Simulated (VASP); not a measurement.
# O (P6_3/mmc) in VASP: further runs

O is run at these levels: LDA; tasks: single point.

Everything below comes from runs of VASP 6.6.1. Logs are shortened: lines on timing, memory, paths and dates and some standing lists are left out, and cuts for length are marked.

## 1. The cell of the first run

The structure is hexagonal, space group P6_3/mmc (No. 194). The conventional cell has a = 2.319 Å, b = 2.319 Å, c = 2.482 Å, α = 90.00°, β = 90.00°, γ = 120.00°. Within 2.5 Å of O (site symmetry -6m2) lie 14 O at 1.83 to 2.48 Å.

## 2. Single point, LDA

File INCAR:

```
SYSTEM = O
PREC = Accurate
ENCUT = 600
EDIFF = 1E-6
ISMEAR = -1
SIGMA = 0.1
LREAL = .FALSE.
LASPH = .TRUE.
NELM = 120
ALGO = Normal
ISIF = 2
LWAVE = .FALSE.
LCHARG = .FALSE.
GGA = CA
NBANDS = 13
GGA_COMPAT = .FALSE.
```

File KPOINTS:

```
regular mesh
0
G
  19 19 11
  0 0 0
```

File POSCAR:

```
O
1.0
    2.3192376597      0.0000000000      0.0000000000
   -1.1596188298      2.0085187308      0.0000000000
    0.0000000000      0.0000000000      2.4819947631
O
2
Direct
    0.3333333333      0.6666666667      0.2500000000
    0.6666666667      0.3333333333      0.7500000000
```

Potentials or basis: VASP PAW LDA potentials, release 64 (O).

Started as:

```sh
cat potpaw_LDA.64/O/POTCAR > POTCAR
mpirun -np 1 vasp_std > vasp.out
```

OUTCAR:

```text
SYSTEM = O
   PREC = Accurate
   ENCUT = 600
   EDIFF = 1E-6
   ISMEAR = -1
   LREAL = .FALSE.
   LASPH = .TRUE.
   NELM = 120
   ISIF = 2
   GGA = CA

 ion  position               nearest neighbor table
   1  0.333  0.667  0.250-   2 1.83   2 1.83   2 1.83   2 1.83   2 1.83   2 1.83
   2  0.667  0.333  0.750-   1 1.83   1 1.83   1 1.83   1 1.83   1 1.83   1 1.83

  LATTYP: Found a hexagonal cell.
 ALAT       =     2.3192376597
 C/A-ratio  =     1.0701769837

  Lattice vectors:

 A1 = (   2.3192376597,   0.0000000000,   0.0000000000)
 A2 = (  -1.1596188298,   2.0085187308,   0.0000000000)
 A3 = (   0.0000000000,   0.0000000000,   2.4819947631)

Analysis of symmetry for initial positions (statically):
=====================================================================
 Subroutine PRICEL returns:
 Original cell was already a primitive cell.

 Routine SETGRP: Setting up the symmetry group for a
 hexagonal supercell.

 Subroutine GETGRP returns: Found 24 space group operations
 (whereof 12 operations were pure point group operations)
 out of a pool of 24 trial point group operations.

The static configuration has the point symmetry D_3d.
 The point group associated with its full space group is D_6h.

Analysis of symmetry for dynamics (positions and initial velocities):
=====================================================================
 Subroutine PRICEL returns:
 Original cell was already a primitive cell.

 Routine SETGRP: Setting up the symmetry group for a
 hexagonal supercell.

 Subroutine GETGRP returns: Found 24 space group operations
 (whereof 12 operations were pure point group operations)
 out of a pool of 24 trial point group operations.

The dynamic configuration has the point symmetry D_3d.
 The point group associated with its full space group is D_6h.

 Subroutine INISYM returns: Found 24 space group operations
 (whereof 12 operations are pure point group operations),
 and found     1 'primitive' translations

----------------------------------------------------------------------------------------

                                     Primitive cell

  volume of cell :      11.5617

  direct lattice vectors                    reciprocal lattice vectors
     2.319237660  0.000000000  0.000000000     0.431176165  0.248939675  0.000000000
    -1.159618830  2.008518731  0.000000000     0.000000000  0.497879350  0.000000000
     0.000000000  0.000000000  2.481994763     0.000000000  0.000000000  0.402901736

  length of vectors
     2.319237660  2.319237660  2.481994763     0.497879350  0.497879350  0.402901736

[... 90 lines left out ...]
   PSTRESS=    0.0 pullay stress
   NELECT =      12.0000    total number of electrons
   NUPDOWN=      -1.0000    fix difference up-down
   EMIN   =  10.00;   EMAX   =-10.00  energy-range for DOS
   EFERMI =   0.00;   METHOD = LEGACY
   ISMEAR =    -1;   SIGMA  =   0.10  broadening in eV -4-tet -1-fermi 0-gaus
   EFERMI_NEDOS =   21; number of points for ismear=-14 and -15
   IALGO  =     38    algorithm
   IMIX   =      4    mixing-type and parameters
     AMIX     =   0.40;   BMIX     =  1.00
     AMIX_MAG =   1.60;   BMIX_MAG =  1.00
  volume/ion in A,a.u.               =       5.78        39.01
  Fermi-wavevector in a.u.,A,eV,Ry     =   1.657529  3.132276 37.380698  2.747404
  Thomas-Fermi vector in A             =   2.745267
   LORBIT       =      0    0 simple, 1 ext, 2 COOP (PROOUT), +10 PAW based schemes
   GGA     = CA    functional components
   LHFCALC =     F    Hartree Fock is set to
   AEXX    =    0.0000 exact exchange contribution
   IVDW    =     0    specifies the selected vdW correction
   LEPSILON=     F    determine dielectric tensor
   LRPA    =     F    only Hartree local field effects (RPA)
 non-spin polarized calculation
  energy-cutoff  :      600.00
  volume of cell :       11.56
 maximum number of plane-waves:       395
 NGX is ok and might be reduce to    20
   NGX =  9   NGY =  9   NGZ =  9

 number of electron      11.9999996 magnetization

 Free energy of the ion-electron system (eV)
  ---------------------------------------------------
  ext. energy  EPLUGINS =         0.00000000
  ---------------------------------------------------
  free energy    TOTEN  =        -6.77232115 eV

  energy without entropy =       -6.74351921  energy(sigma->0) =       -6.75792018

 E-fermi :   7.0931     XC(G=0): -14.3725

 val. band max:        7.0823488184   @ k =   0.3684   0.2632   0.1818
 cond. band min:       7.0972948859   @ k =   0.2105   0.1053   0.0000
 fundamental gap:      0.0149460675
 Fermi energy:         7.0930707893

 k-point     1 :       0.0000    0.0000    0.0000
  band No.  band energies     occupation
      1     -19.1300      2.00000
      2      -5.1754      2.00000
      3      -0.9112      2.00000
      4       3.8128      2.00000
      5       3.8128      2.00000
      6       8.1017      0.00008
      7       8.1017      0.00008
      8      10.6702      0.00000
      9      23.9201      0.00000
     10      26.3995      0.00000
     11      35.9910      0.00000
     12      35.9910      0.00000
     13      43.2636      0.00000
[... 354 lines left out ...]
  band No.  band energies     occupation
      1     -15.5564      2.00000
      2      -9.1356      2.00000
      3      -0.0941      2.00000
      4       1.9190      2.00000
      5       2.6270      2.00000
      6       6.4899      1.99521
      7       7.1886      0.55562
      8       9.0934      0.00000
      9      23.9470      0.00000
     10      30.5038      0.00000
     11      33.9312      0.00000
     12      35.2826      0.00000
     13      42.1748      0.00000

 [... further k-points ...]

------------------------ aborting loop because EDIFF is reached ----------------------------------------

  FORCE on cell =-STRESS in cart. coord.  units (eV):
  Direction    XX          YY          ZZ          XY          YZ          ZX
  --------------------------------------------------------------------------------------
  -------------------------------------------------------------------------------------
  Total        5.8667091      5.8667091      5.8860053      0.0000000      0.0000000      0.0000000
  in kB      812.9861273    812.9861274    815.6601259      0.0000000      0.0000000      0.0000000
  external PRESSURE =     813.8774602 kB  Pullay stress =       0.0000000 kB

 VOLUME and BASIS-vectors are now :
 -----------------------------------------------------------------------------
  energy-cutoff  :      600.00
  volume of cell :       11.56
      direct lattice vectors                 reciprocal lattice vectors
     2.319237660  0.000000000  0.000000000     0.431176165  0.248939675  0.000000000
    -1.159618830  2.008518731  0.000000000     0.000000000  0.497879350  0.000000000
     0.000000000  0.000000000  2.481994763     0.000000000  0.000000000  0.402901736

 POSITION                                       TOTAL-FORCE (eV/Angst)
 -----------------------------------------------------------------------------------
     -0.00000      1.33901      0.62050        -0.000000      0.000000      0.000000
      1.15962      0.66951      1.86150         0.000000     -0.000000      0.000000
 -----------------------------------------------------------------------------------
    total drift:                               -0.000000      0.000000     -0.000000

  FREE ENERGIE OF THE ION-ELECTRON SYSTEM (eV)
  ---------------------------------------------------
  free  energy   TOTEN  =        -6.7723211493 eV

  energy  without entropy=       -6.7435192137  energy(sigma->0) =       -6.75792018
```

OSZICAR:

```text
N       E                     dE             d eps       ncg     rms          rms(c)
DAV:   1     0.457692371552E+02    0.45769E+02   -0.83714E+03  6493   0.106E+03
DAV:   2    -0.577909586705E+01   -0.51548E+02   -0.49443E+02  7739   0.221E+02
DAV:   3    -0.681673981758E+01   -0.10376E+01   -0.10316E+01  7465   0.282E+01
DAV:   4    -0.681813279053E+01   -0.13930E-02   -0.13929E-02  7225   0.123E+00
DAV:   5    -0.681813448693E+01   -0.16964E-05   -0.16972E-05  7505   0.389E-02    0.216E+00
DAV:   6    -0.678050490620E+01    0.37630E-01   -0.29676E-02  6735   0.162E+00    0.109E+00
DAV:   7    -0.677241537626E+01    0.80895E-02   -0.18874E-02  6970   0.125E+00    0.207E-01
DAV:   8    -0.677232529722E+01    0.90079E-04   -0.48869E-04  7115   0.212E-01    0.276E-02
DAV:   9    -0.677232128418E+01    0.40130E-05   -0.14315E-05  7575   0.334E-02    0.788E-03
DAV:  10    -0.677232114928E+01    0.13490E-06   -0.60246E-07  4355   0.797E-03
   1 F= -.67723211E+01 E0= -.67579202E+01  d E =-.288019E-01
```

stdout:

```text
POSCAR found type information on POSCAR O
 POSCAR found :  1 types and       2 ions
 scaLAPACK will be used
 LDA part: xc-table for (Slater(with rela. corr.)+CA(PZ))
 , standard interpolation
 POSCAR, INCAR and KPOINTS ok, starting setup
 FFT: planning ... GRIDC
 FFT: planning ... GRID_SOFT
 FFT: planning ... GRID
 WAVECAR not read
 entering main loop
```

Run time: 19 s. Hardware: 1 thread of Intel Xeon Platinum 8375C at 2.90GHz (Ice Lake), shared host; peak memory 0.13 GiB.

Results:

```
Free energy            : -6.7723 eV
Pressure               : 81.4 GPa
Band gap on the k mesh : zero (bands 6 and 7 overlap by 2.57 eV)
```

Stress tensor (GPa, compression positive):
```
81.30  0.00  0.00
 0.00 81.30  0.00
 0.00  0.00 81.57
```

Levels at points of the mesh, in eV from the Fermi level:
```tsv
k point	band 4	band 5	band 6	band 7	band 8	band 9
(0.00, 0.00, 0.00)	-3.28	-3.28	1.01	1.01	3.58	16.83
```

Caveat: the cell stands under pressure.

## 3. Single point, LDA

This run uses another cell than the first one, of 6.52 Å³/atom.

File INCAR:

```
PREC     = Accurate       # precision mode
ENCUT    = 600            # plane-wave cutoff, eV
EDIFF    = 1E-6           # SCF threshold, eV
ISMEAR   = -1             # smearing method
SIGMA    = 0.1            # smearing width, eV
LREAL    = F              # projectors in reciprocal space
LASPH    = T              # aspherical terms in the spheres
NELM     = 120            # most SCF steps
ALGO     = Normal         # electronic algorithm
ISIF     = 2              # what is computed and relaxed
LWAVE    = F              # write WAVECAR
LCHARG   = T              # write CHGCAR
LELF     = T              # ELF
LVHAR    = T            
NBANDS   = 13             # bands
GGA_COMPAT= F
```

File KPOINTS:

```
Automatic mesh
0
Gamma
  19 19 11
```

File POSCAR:

```
O
1.0
    2.4439864455      0.0000000000      0.0000000000
   -1.2219932227      2.1165543483      0.0000000000
    0.0000000000      0.0000000000      2.5216328489
O
2
Direct
    0.3333333333      0.6666666667      0.2500000000
    0.6666666667      0.3333333333      0.7500000000
```

Potentials or basis: VASP PAW LDA potentials, release 64 (O).

Started as:

```sh
cat potpaw_LDA.64/O/POTCAR > POTCAR
mpirun -np 1 vasp_std > vasp.out
```

OUTCAR:

```text
PREC = Accurate
   ENCUT = 600
   EDIFF = 1E-6
   ISMEAR = -1
   LREAL = F
   LASPH = T
   NELM = 120
   ISIF = 2

 ion  position               nearest neighbor table
   1  0.333  0.667  0.250-   2 1.89   2 1.89   2 1.89   2 1.89   2 1.89   2 1.89
   2  0.667  0.333  0.750-   1 1.89   1 1.89   1 1.89   1 1.89   1 1.89   1 1.89

  LATTYP: Found a hexagonal cell.
 ALAT       =     2.4439864455
 C/A-ratio  =     1.0317703904

  Lattice vectors:

 A1 = (   2.4439864455,   0.0000000000,   0.0000000000)
 A2 = (  -1.2219932227,   2.1165543483,   0.0000000000)
 A3 = (   0.0000000000,   0.0000000000,   2.5216328489)

Analysis of symmetry for initial positions (statically):
=====================================================================
 Subroutine PRICEL returns:
 Original cell was already a primitive cell.

 Routine SETGRP: Setting up the symmetry group for a
 hexagonal supercell.

 Subroutine GETGRP returns: Found 24 space group operations
 (whereof 12 operations were pure point group operations)
 out of a pool of 24 trial point group operations.

The static configuration has the point symmetry D_3d.
[... 176 lines left out ...]
      5       1.9262      2.00000
      6       5.9259      0.00054
      7       5.9259      0.00054
      8       8.1180      0.00000
      9      21.7608      0.00000
     10      22.4855      0.00000
     11      32.5344      0.00000
     12      32.5344      0.00000
     13      39.6584      0.00000
[... 354 lines left out ...]
  band No.  band energies     occupation
      1     -16.2854      2.00000
      2     -10.8322      2.00000
      3      -1.3647      2.00000
      4       0.8994      2.00000
      5       1.0716      2.00000
      6       4.6484      1.97916
      7       5.2816      0.28875
      8       6.9447      0.00000
      9      21.4254      0.00000
     10      27.1911      0.00000
     11      31.1129      0.00000
     12      31.7862      0.00000
     13      38.5725      0.00000

 [... further k-points ...]

------------------------ aborting loop because EDIFF is reached ----------------------------------------

  FORCE on cell =-STRESS in cart. coord.  units (eV):
  Direction    XX          YY          ZZ          XY          YZ          ZX
  --------------------------------------------------------------------------------------
  -------------------------------------------------------------------------------------
  Total        2.6604226      2.6604226      2.6817042      0.0000000     -0.0000000      0.0000000
  in kB      326.7767487    326.7767487    329.3907443      0.0000000     -0.0000000      0.0000000
  external PRESSURE =     327.6480806 kB  Pullay stress =       0.0000000 kB

 VOLUME and BASIS-vectors are now :
 -----------------------------------------------------------------------------
  energy-cutoff  :      600.00
  volume of cell :       13.04
      direct lattice vectors                 reciprocal lattice vectors
     2.443986446  0.000000000  0.000000000     0.409167572  0.236233008  0.000000000
    -1.221993223  2.116554348  0.000000000     0.000000000  0.472466016  0.000000000
     0.000000000  0.000000000  2.521632849     0.000000000  0.000000000  0.396568438

 POSITION                                       TOTAL-FORCE (eV/Angst)
 -----------------------------------------------------------------------------------
     -0.00000      1.41104      0.63041        -0.000000     -0.000000      0.000000
      1.22199      0.70552      1.89122         0.000000      0.000000      0.000000
 -----------------------------------------------------------------------------------
    total drift:                               -0.000000      0.000000      0.000000

  FREE ENERGIE OF THE ION-ELECTRON SYSTEM (eV)
  ---------------------------------------------------
  free  energy   TOTEN  =        -7.2895508551 eV

  energy  without entropy=       -7.2591301161  energy(sigma->0) =       -7.27434049
```

stdout:

```text
POSCAR found type information on POSCAR O
 POSCAR found :  1 types and       2 ions
 scaLAPACK will be used
 LDA part: xc-table for (Slater(with rela. corr.)+CA(PZ))
 , standard interpolation
 POSCAR, INCAR and KPOINTS ok, starting setup
 FFT: planning ... GRIDC
 FFT: planning ... GRID_SOFT
 FFT: planning ... GRID
 WAVECAR not read
 entering main loop
```

Run time: 19 s. Hardware: 1 thread of Intel Xeon Platinum 8375C at 2.90GHz (Ice Lake), shared host; peak memory 0.14 GiB.

Results:

| Property | Result |
| --- | --- |
| Free energy | -7.2896 eV |
| Pressure | 32.8 GPa |
| Band gap on the k mesh | zero (bands 6 and 7 overlap by 2.24 eV) |

Stress tensor (GPa, compression positive):
```
32.68  0.00  0.00
 0.00 32.68  0.00
 0.00  0.00 32.94
```

Caveat: the cell stands under pressure.

## 4. Single point, LDA (6.52 Å³/atom)

This run uses another cell than the first one, of 6.52 Å³/atom.

File INCAR:

```
PREC = Accurate
ENCUT = 600
EDIFF = 1E-6
ISMEAR = -1
SIGMA = 0.1
LREAL = F
LASPH = T
NELM = 120
ALGO = Normal
ISIF = 2
LWAVE = F
LCHARG = F
GGA = CA
NBANDS = 13
GGA_COMPAT = F
```

KPOINTS is that of step 3.

POSCAR is that of step 3.

Started as:

```sh
cat potpaw_LDA.64/O/POTCAR > POTCAR
mpirun -np 1 vasp_std > vasp.out
```

Wall time 18 s (1 thread of Intel Xeon Platinum 8375C at 2.90GHz (Ice Lake), shared host); peak memory 0.14 GiB.

It converged, with:

- Free energy: -7.2896 eV
- Pressure: 32.8 GPa
- Band gap on the k mesh: zero (bands 6 and 7 overlap by 2.24 eV)

Stress tensor (GPa, compression positive):
```
32.68  0.00  0.00
 0.00 32.68  0.00
 0.00  0.00 32.94
```

Levels at points of the mesh, in eV from the Fermi level:
| k point | band 2 | band 3 | band 4 | band 5 | band 6 | band 7 | band 8 | band 9 | band 10 | band 11 |
| --- | --- | --- | --- | --- | --- | --- | --- | --- | --- | --- |
| (0.00, 0.00, 0.00) | -12.50 | -6.56 | -3.18 | -3.18 | 0.82 | 0.82 | 3.01 | 16.66 | 17.38 | 27.43 |

Caveat: the cell stands under pressure.

The gap in the log of VASP goes by the Fermi energy; the results here count the filled bands.